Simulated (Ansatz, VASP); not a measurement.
# Ti3W: VASP beside Ansatz

```xyz
4
Lattice="-1.8851 1.8851 4.2109 1.8851 -1.8851 4.2109 1.8851 1.8851 -4.2109" Properties=species:S:1:pos:R:3 pbc="T T T"
Ti    0.0000    0.0000    4.2109
Ti    1.8851    0.0000    2.1055
Ti    0.0000    1.8851    2.1055
W     0.0000    0.0000    0.0000
```

Alike in both runs: task single point; functional PBE; k mesh 6 × 6 × 6; occupations gaussian, width 0.1 eV; no spin polarisation.

```csv
,VASP,Ansatz
version,VASP 6.6.1,Ansatz 0.2.0
potentials or method,"VASP PAW PBE potentials, release 64 (Ti_sv, W_sv), cutoff 520 eV","scalar-relativistic, plane waves, PAW"
valence electrons in the cell,50,50
```

```csv
,VASP,Ansatz,Ansatz less VASP
gap on the k mesh at the Fermi level (eV),none,none,-
pressure (GPa),19.7,20.0,+0.27
"traceless stress, the component that is largest in VASP (GPa)",4.25,4.39,+0.140
```

A gap of «none» marks a metal or a gap that the smearing closes.

The k mesh is coarse, so the values compare programs but aren't converged. Neither program's run includes spin-orbit coupling.
